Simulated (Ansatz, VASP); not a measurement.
**BN: VASP beside Ansatz**

The input INCAR:

```
SYSTEM = BN
ALGO = Normal
EDIFF = 1E-6
ENCUT = 600
GGA = CA
GGA_COMPAT = .FALSE.
ISIF = 2
ISMEAR = 0
LASPH = .TRUE.
LCHARG = .TRUE.
LELF = .TRUE.
LREAL = .FALSE.
LVHAR = .TRUE.
LWAVE = .FALSE.
NBANDS = 11
NELM = 120
PREC = Accurate
SIGMA = 0.01
```

Contents of KPOINTS:

```
k-points
0
G
  12 12 12
  0 0 0
```

File POSCAR:

```
BN
1.0
    1.2312772943      0.7108782773      2.6761920116
   -1.2312772943      0.7108782773      2.6761920116
    0.0000000000     -1.4217565546      2.6761920116
B N
1 1
Direct
    1.0012977174      1.0012977174      1.0012977174
    0.3311352826      0.3311352826      0.3311352826
```

Input for Ansatz:

```yaml
crystal:
  lattice:
    - [1.2312772943, 0.7108782773, 2.6761920116]
    - [-1.2312772943, 0.7108782773, 2.6761920116]
    - [0.0, -1.4217565546, 2.6761920116]
  atoms:
    - { symbol: B, position: [1.0012977174, 1.0012977174, 1.0012977174] }
    - { symbol: "N", position: [0.3311352826, 0.3311352826, 0.3311352826] }
basis:
  ecutwfc: 420
kpoints:
  mp_grid: { grid: [12, 12, 12] }
hamiltonian:
  xc: lda
scf:
  occupations: { method: fixed }
  mixing: { algorithm: anderson, beta: 0.5 }
output:
  forces: true
  eigenvalues: true
  stress: true
```

Alike in both runs: task single point; functional LDA; k mesh 12 × 12 × 12; no spin polarisation.

|  | VASP | Ansatz |
| --- | --- | --- |
| version | VASP 6.6.1 | Ansatz 0.2.0 |
| potentials or method | VASP PAW LDA potentials, release 64 (B, N), cutoff 600 eV | scalar-relativistic, plane waves, PAW |
| occupations | gaussian, width 0.01 eV | fixed |
| valence electrons in the cell | 8 | 8 |

```csv
,VASP,Ansatz,Ansatz less VASP
gap on the k mesh at the Fermi level (eV),3.44,3.46,+0.020
pressure (GPa),16.4,16.0,-0.45
"traceless stress, the component that is largest in VASP (GPa)",-0.67,-0.01,+0.667
```

LDA's correlation is that of Perdew and Zunger in VASP and of Perdew and Wang (1992) in Ansatz.
